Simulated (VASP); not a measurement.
Wanted: the native input for a VASP 6.6.1 run.

| Property | Result |
| --- | --- |
| Task | single point |
| Functional | LDA |
| Potentials or basis | VASP PAW LDA potentials, release 64 (C) |
| Cutoff | 520 eV |
| k mesh | 20 × 20 × 20 |
| Occupations | fermi-dirac, width 0.08 eV |
| Spin | no spin polarisation |
| Dipole correction | no |
| Further INCAR settings | ALGO = Normal; EDIFF = 1e-07; NBANDS = 11 |

The structure of C lies in POSCAR:

```
C
1.0
    0.0000000000      1.7658694851      1.7658694851
    1.7658694851      0.0000000000      1.7658694851
    1.7658694851      1.7658694851      0.0000000000
C
2
Direct
   -0.1250000000     -0.1250000000     -0.1250000000
    0.1250000000      0.1250000000      0.1250000000
```

The input as run:

INCAR

```
PREC = Accurate
ENCUT = 520
EDIFF = 1E-7
ISMEAR = -1
SIGMA = 0.08
LREAL = False
LASPH = True
NELM = 100
ALGO = Normal
ISIF = 2
LWAVE = False
LCHARG = False
GGA = CA
NBANDS = 11
```

KPOINTS

```
Automatic mesh
0
Gamma
  20 20 20
```

Potentials or basis: VASP PAW LDA potentials, release 64 (C).

Command:

```bash
$ cat potpaw_LDA.64/C/POTCAR > POTCAR
$ mpirun -np 1 vasp_std > vasp.out
```

It gave:

| Property | Result |
| --- | --- |
| Pressure | 1.6 GPa |
| Band gap on the k mesh | 4.17 eV, indirect (least direct gap 5.63 eV) |

Run time: 13 s on 1 thread of Intel(R) Xeon(R) 6975P-C (Granite Rapids), on a shared host, peak memory 0.12 GiB.
